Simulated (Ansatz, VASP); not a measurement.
One calculation of Sc, two programs

File INCAR:

```
PREC = Accurate ; ENCUT = 520
EDIFF = 1E-6 ; ISMEAR = -1
SIGMA = 0.08 ; LREAL = F
LASPH = T ; NELM = 60
ALGO = Normal ; ISIF = 2
LWAVE = F ; LCHARG = F
GGA = PS ; NBANDS = 12
```

File KPOINTS:

```
Automatic mesh
0
Gamma
  14 14 14
```

The input POSCAR:

```
Sc
1.0
    0.0000000000      2.1993147812      2.1993147812
    2.1993147812      0.0000000000      2.1993147812
    2.1993147812      2.1993147812      0.0000000000
Sc
1
Direct
    0.0000000000      0.0000000000      0.0000000000
```

Input for Ansatz:

```yaml
crystal:
  lattice:
    - [0.0, 2.1993147812, 2.1993147812]
    - [2.1993147812, 0.0, 2.1993147812]
    - [2.1993147812, 2.1993147812, 0.0]
  atoms:
    - { symbol: Sc, position: [0.0, 0.0, 0.0] }
kpoints:
  mp_grid: { grid: [14, 14, 14] }
scf:
  occupations: { method: fermi_dirac, width: 0.08 }
hamiltonian:
  xc: pbesol
  pseudopotentials: { kind: paw }
output:
  forces: true
  stress: true
  eigenvalues: true
  populations: true
```

Change from the starting cell: volume scaled by 0.9, PAW files.

Alike in both runs: task single point; functional PBEsol; k mesh 14 × 14 × 14; occupations fermi-dirac, width 0.08 eV; no spin polarisation.

```csv
,VASP,Ansatz
version,VASP 6.6.1,Ansatz 0.2.0
potentials or method,"VASP PAW PBE potentials, release 64 (Sc_sv)","PAW with Ansatz's default frozen-core files, scalar-relativistic"
plane-wave cutoff (eV),520,420
valence electrons in the cell,11,11
```

```csv
,VASP,Ansatz,Ansatz less VASP
pressure (GPa),6.7,6.7,-0.02
```

VASP's potentials were made for PBE, not for PBEsol. With one functional, cell and mesh, what is left measures potentials, basis and numerics.
